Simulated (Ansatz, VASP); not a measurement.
**TiCo in VASP and in Ansatz**

```
CELL_PARAMETERS angstrom
3.02541 0.00000 0.00000
0.00000 3.02541 0.00000
0.00000 0.00000 3.02541
ATOMIC_POSITIONS crystal
Co 0.50000 0.50000 0.50000
Ti 0.00000 0.00000 0.00000
```

Alike in both runs: task single point; functional PBE0; k mesh 4 × 4 × 4; occupations fermi-dirac, width 0.05 eV; collinear spin.

|  | VASP | Ansatz |
| --- | --- | --- |
| version | VASP 6.6.1 | Ansatz 0.2.0 |
| potentials or method | VASP PAW PBE potentials, release 64 (Co, Ti_sv) | Ansatz PAW |
| plane-wave cutoff (eV) | 520 | 420 |
| valence electrons in the cell | 21 | 29 |

```tsv
	VASP	Ansatz	Ansatz less VASP
gap on the k mesh at the Fermi level (eV)	none	none	-
pressure (GPa)	-4.9	-4.2	+0.77
net moment per atom (μB)	0.45	0.45	0.000
size of the moment on the site where the two differ most (μB)	1.64	1.70	+0.059
```

Site moments also hang on the region over which each program counts them. A gap of «none» marks a metal or a gap that the smearing closes. VASP's potentials hold 21 valence electrons a cell and Ansatz's 29, so a difference there can come from the potentials and not from the codes.

The k mesh is coarse, so the values compare programs but aren't converged. Noted on Ansatz's run: the magnetic or orbital state may not be the lowest.
